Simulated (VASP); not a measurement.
KI2, 3 atoms in the cell. Symmetry: I4/mmm, No. 139, tetragonal system. Conventional cell: a = 4.680 Å, b = 4.680 Å, c = 12.021 Å, α = 90.00°, β = 90.00°, γ = 90.00°. K (site symmetry 4/mmm) has 10 I at 3.69 to 4.37 Å and 4 K at 4.68 Å within 4.9 Å. I (site symmetry 4mm) has 5 I at 3.28 to 4.29 Å and 4 K at 3.69 Å within 4.3 Å. 

- Program: VASP 6.6.1
- Task: single point
- Functional: PBE
- Potentials or basis: VASP PAW PBE potentials, release 64 (K_sv, I)
- Cutoff: 520 eV
- k mesh: 6 × 6 × 6
- Occupations: gaussian, width 0.1 eV
- Spin: no spin polarisation
- Dipole correction: no
- Further INCAR settings: ALGO = Normal; EDIFF = 1e-06; NBANDS = 18

Potentials or basis: VASP PAW PBE potentials, release 64 (K_sv, I).

Launch:

```console
$ cat potpaw_PBE.64/K_sv/POTCAR potpaw_PBE.64/I/POTCAR > POTCAR
$ mpirun -np 1 vasp_std > vasp.out
```

Hardware: 1 thread of Intel(R) Xeon(R) 6975P-C (Granite Rapids) (shared host).

Estimate the wall time of this run.

Wall time 61 s on 1 thread of Intel(R) Xeon(R) 6975P-C (Granite Rapids), on a shared host, peak memory 0.41 GiB. Counts: scf iterations 12, k points 30.
